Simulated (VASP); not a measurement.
Wanted: the native input for a VASP 6.6.1 run.

```yaml
Task: single point
Functional: r2SCAN
Potentials_or_basis: VASP PAW PBE potentials, release 64 (Ag, B)
Cutoff: 520 eV
k_mesh: 10 × 10 × 6
Occupations: fermi-dirac, width 0.025 eV
Spin: no spin polarisation
Dipole_correction: no
Further_INCAR_settings: ALGO = Normal; EDIFF = 1e-07; NBANDS = 16
```

The system is AgB2.

```
Ag B
1.0
     3.02680    0.00000    0.00000
    -1.51340    2.62129    0.00000
     0.00000    0.00000    4.06392
Ag B
1 2
Direct
  0.00000 0.00000 0.00000
  0.33333 0.66667 0.50000
  0.66667 0.33333 0.50000
```

One way to write it, as run:

POSCAR

```
AgB2
1.0
    3.0268000000      0.0000000000      0.0000000000
   -1.5134000000      2.6212900000      0.0000000000
    0.0000000000      0.0000000000      4.0639200000
Ag B
1 2
Direct
    0.0000000000      0.0000000000      0.0000000000
    0.3333333333      0.6666666667      0.5000000000
    0.6666666667      0.3333333333      0.5000000000
```

INCAR.step1

```
PREC = Accurate
ENCUT = 520
ISMEAR = -1
SIGMA = 0.025
LREAL = F
LASPH = T
NELM = 80
NBANDS = 16
GGA = PE
ALGO = Normal
EDIFF = 1E-4
LWAVE = T
LCHARG = F
```

INCAR.step2

```
PREC = Accurate
ENCUT = 520
EDIFF = 1E-7
ISMEAR = -1
SIGMA = 0.025
LREAL = F
LASPH = T
NELM = 80
ALGO = Normal
ISIF = 2
LWAVE = F
LCHARG = F
METAGGA = R2SCAN
LMIXTAU = T
NBANDS = 16
ISTART = 1
```

KPOINTS

```
regular mesh
0
Gamma
  10 10 6
```

Potentials or basis: VASP PAW PBE potentials, release 64 (Ag, B).

Launch:

```sh
$ cat potpaw_PBE.64/Ag/POTCAR potpaw_PBE.64/B/POTCAR > POTCAR
$ cp INCAR.step1 INCAR
$ mpirun -np 1 vasp_std > vasp.out
$ cp INCAR.step2 INCAR
$ mpirun -np 1 vasp_std > vasp.out
```

Results of the run:

* Pressure: -1.6 GPa

Caveat: the PAW data sets were made with another functional, which shifts forces and pressure a little.

It took 68 s on 1 thread of Intel(R) Xeon(R) Platinum 8488C (Sapphire Rapids), on a shared host, peak memory 0.17 GiB.
